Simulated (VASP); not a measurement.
Runs of VASP 6.6.1 on CaO. The structure is that of space group Fm-3m (No. 225), or close to it. The cells are those of the table. 

```csv
task,cell,gap on the mesh (eV),pressure (GPa)
single point,"a = 3.405 Å, angles 60.0°, 2 atoms",3.69,1.6
electric field gradients,"a = 3.434 Å, angles 60.0°, 2 atoms",3.70,-1.1
electric field gradients,"a = 3.492 Å, angles 60.0°, 2 atoms",3.70,-5.6
single point,"a = 3.434 Å, angles 60.0°, 2 atoms",3.70,-1.1
single point,"a = 3.492 Å, angles 60.0°, 2 atoms",3.69,-5.7
electric field gradients,"a = 3.463 Å, angles 60.0°, 2 atoms",3.70,(a)
electric field gradients,"a = 3.405 Å, angles 60.0°, 2 atoms",3.69,1.6
electric field gradients,"a = 3.520 Å, angles 60.0°, 2 atoms",3.69,-7.5
```

Alike in all rows: level PBE; potentials or basis VASP PAW PBE potentials, release 64 (Ca_sv, O); no spin polarisation; k mesh 9 × 9 × 9; cutoff (eV) 520; smearing fermi-dirac 0.03 eV.

Problem. Fill in the values left out.

Solution. (a) -3.5.

A k mesh can miss the band edges.
